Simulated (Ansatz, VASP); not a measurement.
# B5As2: VASP beside Ansatz

```
CELL_PARAMETERS angstrom
0.00000 -3.15234 0.00000
-2.93512 1.57617 0.00206
0.52197 0.00000 -8.41160
ATOMIC_POSITIONS crystal
B 0.00000 0.00000 0.50000
B 0.26985 0.53970 0.55569
B 0.73015 0.46030 0.44431
B 0.00506 0.01012 0.10094
B 0.99494 0.98988 0.89906
As 0.31000 0.62001 0.80281
As 0.69000 0.37999 0.19719
```

Alike in both runs: task single point; functional PBE; k mesh 8 × 8 × 4; occupations gaussian, width 0.2 eV; no spin polarisation.

|  | VASP | Ansatz |
| --- | --- | --- |
| version | VASP 6.6.1 | Ansatz 0.2.0 |
| potentials or method | VASP PAW PBE potentials, release 64 (B, As), cutoff 520 eV | scalar-relativistic, plane waves, PAW |
| valence electrons in the cell | 25 | 45 |

VASP gave:

| Quantity | Value |
| --- | --- |
| gap on the k mesh at the Fermi level (eV) | none |
| pressure (GPa) | 0.5 |
| traceless stress, the component that is largest in VASP (GPa) | -0.18 |
| rms of the force components (eV/Å) | 0.025 |

Estimate Ansatz's values.

gap on the k mesh at the Fermi level (eV): none; pressure (GPa): 0.1; traceless stress, the component that is largest in VASP (GPa): -0.20; rms of the force components (eV/Å): 0.014.

Atom by atom the forces differ by 0.018 eV/Å (rms over components). A gap of «none» marks a metal or a gap that the smearing closes. VASP's potentials hold 25 valence electrons a cell and Ansatz's 45, so a difference there can come from the potentials and not from the codes.
